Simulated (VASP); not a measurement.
# C in VASP: notebook

C is run at these levels: PBE+D3(BJ); tasks: single point.

Everything below comes from runs of VASP 6.6.1. Logs are shortened: lines on timing, memory, paths and dates and some standing lists are left out, and cuts for length are marked.

## (1) The cell of the first run

The cell holds a slab with vacuum, 32 atoms: a = 9.864 Å, b = 9.864 Å, c = 12.000 Å, α = 90.00°, β = 90.00°, γ = 120.00°.

## (2) Single point, PBE+D3(BJ)

INCAR

```
SYSTEM = C
ALGO = Normal
EDIFF = 1E-7
ENCUT = 520
GGA = PE
ISIF = 2
ISMEAR = -1
IVDW = 12
LASPH = .TRUE.
LCHARG = .TRUE.
LELF = .TRUE.
LREAL = Auto
LVHAR = .TRUE.
LWAVE = .FALSE.
NBANDS = 86
NELM = 80
PREC = Accurate
SIGMA = 0.02
```

KPOINTS

```
k-points
0
G
  1 1 1
  0 0 0
```

POSCAR

```
C
1.0
    9.8640000000      0.0000000000      0.0000000000
   -4.9320000000      8.5424750000      0.0000000000
    0.0000000000      0.0000000000     12.0000000000
C
32
Direct
   -0.0094912507     -0.0080538720      0.0651250000
    0.1609670647      0.0659527830      0.0665500000
   -0.0035325906      0.2436647459      0.0713083333
    0.1602263465      0.3287454748      0.0834666667
   -0.0075952320      0.4890268921      0.0828333333
    0.1606863756      0.5751845923      0.0928000000
   -0.0203592244      0.7335110726      0.0891666667
    0.1499952368      0.8166368646      0.0906500000
    0.2371189311     -0.0161311564      0.0785083333
    0.4089135416      0.0727540906      0.0900916667
    0.2384655859      0.2354469870      0.0732583333
    0.4017771435      0.3222485287      0.0928333333
    0.2399143935      0.4964954536      0.0957000000
    0.4086953005      0.5800426691      0.1049833333
    0.2381653109      0.7391651717      0.0968750000
    0.4093716613      0.8220685457      0.0954583333
    0.4876720345     -0.0155926707      0.0915333333
    0.6595931853      0.0801758273      0.0795500000
    0.4971524399      0.2414054475      0.1010250000
    0.6602055601      0.3252570245      0.0995833333
    0.4823171541      0.4847073009      0.0937083333
    0.6508264698      0.5697997360      0.0963333333
    0.4962390446      0.7436135312      0.1005833333
    0.6610793946      0.8249365670      0.0802750000
    0.7400427528     -0.0029031399      0.0633916667
    0.9158367591      0.0881009309      0.0609833333
    0.7485023314      0.2487686531      0.0878000000
    0.9116560865      0.3242854091      0.0885083333
    0.7401743007      0.4918246761      0.1038916667
    0.8981545727      0.5661591049      0.0935416667
    0.7391301201      0.7406284478      0.0887250000
    0.9066563917      0.8223963196      0.0692250000
```

Potentials or basis: VASP PAW PBE potentials, release 64 (C).

On the command line:

```console
cat potpaw_PBE.64/C/POTCAR > POTCAR
mpirun -np 1 vasp_gam > vasp.out
```

OUTCAR:

```text
SYSTEM = C
   EDIFF = 1E-7
   ENCUT = 520
   GGA = PE
   ISIF = 2
   ISMEAR = -1
   IVDW = 12
   LASPH = .TRUE.
   LREAL = Auto
   NELM = 80
   PREC = Accurate
 IVDW          = 12

 ion  position               nearest neighbor table
   1  0.991  0.992  0.065-  32 1.45   2 1.46  26 1.46
   2  0.161  0.066  0.067-   9 1.36  11 1.45   1 1.46
   3  0.996  0.244  0.071-  26 1.33   4 1.41  28 1.43
   4  0.160  0.329  0.083-   3 1.41  13 1.44  11 1.47
   5  0.992  0.489  0.083-  28 1.41   6 1.44  30 1.47
   6  0.161  0.575  0.093-  13 1.35  15 1.40   5 1.44
[... 24 lines left out ...]
  31  0.739  0.741  0.089-  24 1.39  32 1.45  22 1.46
  32  0.907  0.822  0.069-   7 1.41   1 1.45  31 1.45

  LATTYP: Found a hexagonal cell.
 ALAT       =     9.8640000000
 C/A-ratio  =     1.2165450122

  Lattice vectors:

 A1 = (   9.8640000000,   0.0000000000,   0.0000000000)
 A2 = (  -4.9320000000,   8.5424750000,   0.0000000000)
 A3 = (   0.0000000000,   0.0000000000,  12.0000000000)

Analysis of symmetry for initial positions (statically):
=====================================================================
 Subroutine PRICEL returns:
 Original cell was already a primitive cell.

 Routine SETGRP: Setting up the symmetry group for a
 hexagonal supercell.

 Subroutine GETGRP returns: Found  1 space group operations
 (whereof  1 operations were pure point group operations)
 out of a pool of 24 trial point group operations.

The static configuration has the point symmetry C_1 .

Analysis of symmetry for dynamics (positions and initial velocities):
=====================================================================
 Subroutine PRICEL returns:
 Original cell was already a primitive cell.

 Routine SETGRP: Setting up the symmetry group for a
 hexagonal supercell.

 Subroutine GETGRP returns: Found  1 space group operations
 (whereof  1 operations were pure point group operations)
 out of a pool of 24 trial point group operations.

The dynamic configuration has the point symmetry C_1 .

 Subroutine INISYM returns: Found  1 space group operations
 (whereof  1 operations are pure point group operations),
 and found     1 'primitive' translations

----------------------------------------------------------------------------------------

                                     Primitive cell

  volume of cell :    1011.1557

  direct lattice vectors                    reciprocal lattice vectors
     9.864000000  0.000000000  0.000000000     0.101378751  0.058531046  0.000000000
    -4.932000000  8.542475000  0.000000000     0.000000000  0.117062093  0.000000000
     0.000000000  0.000000000 12.000000000     0.000000000  0.000000000  0.083333333

  length of vectors
     9.864000000  9.864000361 12.000000000     0.117062097  0.117062093  0.083333333

  position of ions in fractional coordinates (direct lattice)
     0.990508749  0.991946128  0.065125000
     0.160967065  0.065952783  0.066550000
     0.996467409  0.243664746  0.071308333
     0.160226346  0.328745475  0.083466667
     0.992404768  0.489026892  0.082833333
     0.160686376  0.575184592  0.092800000
[... 24 lines left out ...]
     0.739130120  0.740628448  0.088725000
     0.906656392  0.822396320  0.069225000

  ion indices of the primitive-cell ions
   primitive index   ion index
                 1           1
                 2           2
                 3           3
                 4           4
                 5           5
                 6           6
[... 24 lines left out ...]
                31          31
                32          32

----------------------------------------------------------------------------------------

 KPOINTS: k-points

Automatic generation of k-mesh.
 Grid dimensions read from file:
 generate k-points for:    1    1    1

 Generating k-lattice:

  Cartesian coordinates                     Fractional coordinates (reciprocal lattice)
     0.101378751  0.058531046  0.000000000     1.000000000  0.000000000  0.000000000
     0.000000000  0.117062093  0.000000000     0.000000000  1.000000000  0.000000000
     0.000000000  0.000000000  0.083333333     0.000000000  0.000000000  1.000000000

  Length of vectors
     0.117062097  0.117062093  0.083333333

  Shift w.r.t. Gamma in fractional coordinates (k-lattice)
     0.000000000  0.000000000  0.000000000

 Subroutine IBZKPT returns following result:
 ===========================================

 Found      1 irreducible k-points:

 Following reciprocal coordinates:
            Coordinates               Weight
  0.000000  0.000000  0.000000      1.000000
   k-points           NKPTS =      1   k-points in BZ     NKDIM =      1   number of bands    NBANDS=     86
   number of dos      NEDOS =    301   number of ions     NIONS =     32
   total plane-waves  NPLWV = 576000
   dimension x,y,z NGX =    80 NGY =   80 NGZ =   90
   dimension x,y,z NGXF=   160 NGYF=  160 NGZF=  180
   ions per type =              32
   NGX,Y,Z   is equivalent  to a cutoff of  13.48, 13.48, 12.47 a.u.
   NGXF,Y,Z  is equivalent  to a cutoff of  26.97, 26.97, 24.94 a.u.
 SYSTEM =  C
   PREC   = accura    normal or accurate (medium, high low for compatibility)
   ISTART =      0    job   : 0-new  1-cont  2-samecut
   ICHARG =      2    charge: 1-file 2-atom 10-const
   ISPIN  =      1    spin polarized calculation?
   LNONCOLLINEAR =      F non collinear calculations
   LSORBIT =      F    spin-orbit coupling
   LASPH  =      T    aspherical Exc in radial PAW
   ENCUT  =  520.0 eV  38.22 Ry    6.18 a.u.  18.34 18.34 22.31*2*pi/ulx,y,z
   NELM   =     80;   NELMIN=  2; NELMDL= -5     # of ELM steps
   EDIFF  = 0.1E-06   stopping-criterion for ELM
   LREAL  =      T    real-space projection
   EDIFFG = 0.1E-05   stopping-criterion for IOM
   NSW    =      0    number of steps for IOM
   IBRION =     -1    ionic relax: 0-MD 1-quasi-New 2-CG
   NFREE  =      0    steps in history (QN), initial steepest desc. (CG)
   ISIF   =      2    stress and relaxation
   ISYM   =      2    0-nonsym 1-usesym 2-fastsym
   POTIM  = 0.5000    time-step for ionic-motion
   TEBEG  =    0.0;   TEEND  =   0.0 temperature during run
   PSTRESS=    0.0 pullay stress
   NELECT =     128.0000    total number of electrons
   NUPDOWN=      -1.0000    fix difference up-down
   EMIN   =  10.00;   EMAX   =-10.00  energy-range for DOS
   EFERMI =   0.00;   METHOD = LEGACY
   ISMEAR =    -1;   SIGMA  =   0.02  broadening in eV -4-tet -1-fermi 0-gaus
   EFERMI_NEDOS =   21; number of points for ismear=-14 and -15
   IALGO  =     38    algorithm
   IMIX   =      4    mixing-type and parameters
     AMIX     =   0.40;   BMIX     =  1.00
     AMIX_MAG =   1.60;   BMIX_MAG =  1.00
  volume/ion in A,a.u.               =      31.60       213.24
  Fermi-wavevector in a.u.,A,eV,Ry     =   0.822001  1.553356  9.193253  0.675685
  Thomas-Fermi vector in A             =   1.933259
   LORBIT       =      0    0 simple, 1 ext, 2 COOP (PROOUT), +10 PAW based schemes
   GGA     = PE    functional components
   LHFCALC =     F    Hartree Fock is set to
   AEXX    =    0.0000 exact exchange contribution
   IVDW    =    12    specifies the selected vdW correction
   LEPSILON=     F    determine dielectric tensor
   LRPA    =     F    only Hartree local field effects (RPA)
 non-spin polarized calculation
  energy-cutoff  :      520.00
  volume of cell :     1011.16
 maximum number of plane-waves:     13637
 NGX is ok and might be reduce to    80
   NGX = 37   NGY = 37   NGZ = 45

 number of electron     127.9999999 magnetization

 Free energy of the ion-electron system (eV)
  ---------------------------------------------------
  ext. energy  EPLUGINS =         0.00000000
  ---------------------------------------------------
  free energy    TOTEN  =      -293.03744960 eV

  energy without entropy =     -293.03744960  energy(sigma->0) =     -293.03744960

 E-fermi :  -3.4226     XC(G=0):  -3.5878

 val. band max:       -3.9236929061   @ k =   0.0000   0.0000   0.0000
 cond. band min:      -0.2099297017   @ k =   0.0000   0.0000   0.0000
 fundamental gap:      3.7137632044
 Fermi energy:        -3.4225751649

 k-point     1 :       0.0000    0.0000    0.0000
  band No.  band energies     occupation
      1     -21.2464      2.00000
      2     -19.9635      2.00000
      3     -19.9345      2.00000
      4     -19.7775      2.00000
      5     -19.7038      2.00000
      6     -19.6635      2.00000
[... 68 lines left out ...]
     75       2.6063      0.00000
     76       3.4304      0.00000
 [bands above 76 left out]

------------------------ aborting loop because EDIFF is reached ----------------------------------------

 Edisp (eV)   -2.84024

 E8    (eV) :    -0.8850

  FORCE on cell =-STRESS in cart. coord.  units (eV):
  Direction    XX          YY          ZZ          XY          YZ          ZX
  --------------------------------------------------------------------------------------
  -------------------------------------------------------------------------------------
  Total      -2.60292    -1.67567    -2.07789    -2.00043     0.26685     0.50150
  in kB      -4.12433    -2.65510    -3.29242    -3.16968     0.42282     0.79463
  external pressure =       -3.36 kB  Pullay stress =        0.00 kB

 VOLUME and BASIS-vectors are now :
 -----------------------------------------------------------------------------
  energy-cutoff  :      520.00
  volume of cell :     1011.16
      direct lattice vectors                 reciprocal lattice vectors
     9.864000000  0.000000000  0.000000000     0.101378751  0.058531046  0.000000000
    -4.932000000  8.542475000  0.000000000     0.000000000  0.117062093  0.000000000
     0.000000000  0.000000000 12.000000000     0.000000000  0.000000000  0.083333333

 POSITION                                       TOTAL-FORCE (eV/Angst)
 -----------------------------------------------------------------------------------
      4.87810      8.47367      0.78150         1.091243     -0.217790     -0.696889
      1.26250      0.56340      0.79860        -4.453017      2.149416      0.263998
      8.62740      2.08150      0.85570        -0.776049      3.003349      1.082531
     -0.04090      2.80830      1.00160         1.207085     -1.155890     -1.001626
      7.37720      4.17750      0.99400        -1.162543      0.686442      1.794190
     -1.25180      4.91350      1.11360        -3.474743      0.345005     -0.283224
[... 24 lines left out ...]
      3.63800      6.32680      1.06470         0.788207     -0.828374     -1.454934
      4.88720      7.02530      0.83070        -1.825562      0.183908      1.896247
 -----------------------------------------------------------------------------------
    total drift:                               -0.024926     -0.046552      0.038708

  FREE ENERGIE OF THE ION-ELECTRON SYSTEM (eV)
  ---------------------------------------------------
  free  energy   TOTEN  =      -295.8776923999 eV

  energy  without entropy=     -295.8776923998  energy(sigma->0) =     -295.87769240
```

It took 5.9 min on 1 thread of AMD EPYC 7R43 (Zen 3), shared host; peak memory 0.93 GiB.

What came out:

- Free energy: -295.8777 eV
- Largest force: 6.459 eV/Å
- Band gap on the k mesh: 3.71 eV
- Dispersion energy per atom: -0.089 eV

Forces in eV/Å, atoms in the order of the input:
```
C    1.091 -0.218 -0.697
C   -4.453  2.149  0.264
C   -0.776  3.003  1.083
C    1.207 -1.156 -1.002
C   -1.163  0.686  1.794
C   -3.475  0.345 -0.283
C    2.518  1.020 -0.916
C    0.091  0.500 -0.567
C    2.369 -0.021  0.869
C   -0.531 -0.754  0.189
C    0.168  1.283  1.174
C    2.313 -1.741 -0.403
C    3.593 -1.681  0.274
C    0.366 -2.327 -1.102
C    1.105  0.500 -0.086
C   -1.513 -0.203  0.341
C    0.685  3.272 -0.494
C   -0.174 -1.412  0.188
C   -3.161 -1.151 -1.291
C    0.211  0.503  0.375
C    0.418  2.715  1.240
C    0.464  1.133  0.469
C   -0.312  0.020 -0.808
C   -1.580  1.841  0.313
C    2.249 -0.250  1.124
C   -0.388 -6.447 -0.064
C   -1.156 -2.407  0.260
C   -0.020  1.018 -1.549
C   -2.177 -1.862 -0.893
C    3.065  2.284 -0.240
C    0.788 -0.828 -1.455
C   -1.826  0.184  1.896
```

Levels at points of the mesh, in eV from the valence-band top:
```tsv
k point	band 60	band 61	band 62	band 63	band 64	band 65	band 66	band 67	band 68	band 69
(0.00, 0.00, 0.00)	-0.40	-0.31	-0.15	-0.04	0.00	3.71	3.76	3.88	4.60	4.77
```

Caveat: the k points lie up to 0.74 Å⁻¹ apart.

[end of part 1 of 2]
